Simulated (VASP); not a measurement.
HgTe:

```
Hg Te
1.0
     0.00000    3.18000    3.18000
     3.18000    0.00000    3.18000
     3.18000    3.18000    0.00000
Hg Te
1 1
Direct
  0.00000 0.00000 0.00000
  0.50000 0.50000 0.50000
```

| Item | Value |
| --- | --- |
| Program | VASP 6.6.1 |
| Task | relaxation of cell and atoms |
| Functional | PBE |
| Dispersion | D4 |
| Potentials or basis | VASP PAW PBE potentials, release 64 (Hg, Te) |
| Cutoff | 600 eV |
| k mesh | 7 × 7 × 7 |
| Occupations | fermi-dirac, width 0.05 eV |
| Spin | no spin polarisation |

At the start: pressure -5.7 GPa; volume 32.16 Å³/atom.

Problem. How do energy, volume and symmetry change on relaxing?

Solution. Over 3 steps the energy falls by 96.5 meV/atom and the volume is 27.56 Å³/atom (-14.3 %); space group Fm-3m (No. 225, to 0.05 Å).

The path:
```tsv
step	energy change (eV)	largest force (eV/Å)	pressure (GPa)	volume (Å³)
1	0.0000	0.0000	-5.71	64.31
2	-0.1905	0.0000	0.96	54.23
3	-0.1931	0.0000	0.01	55.12
```

Final structure:
```cif
data_structure
_symmetry_space_group_name_H-M 'P 1'
_symmetry_Int_Tables_number 1
_cell_length_a 4.2717
_cell_length_b 4.2717
_cell_length_c 4.2717
_cell_angle_alpha 60.000
_cell_angle_beta 60.000
_cell_angle_gamma 60.000
_cell_volume 55.12
loop_
_atom_site_label
_atom_site_type_symbol
_atom_site_fract_x
_atom_site_fract_y
_atom_site_fract_z
_atom_site_occupancy
Hg1 Hg 0.00000 0.00000 0.00000 1
Te1 Te 0.50000 0.50000 0.50000 1
```

Caveat: the volume moved by -14 % from the deposited cell, more than functionals usually miss; pairwise dispersion overbinds metals, which lowers pressure and volume.
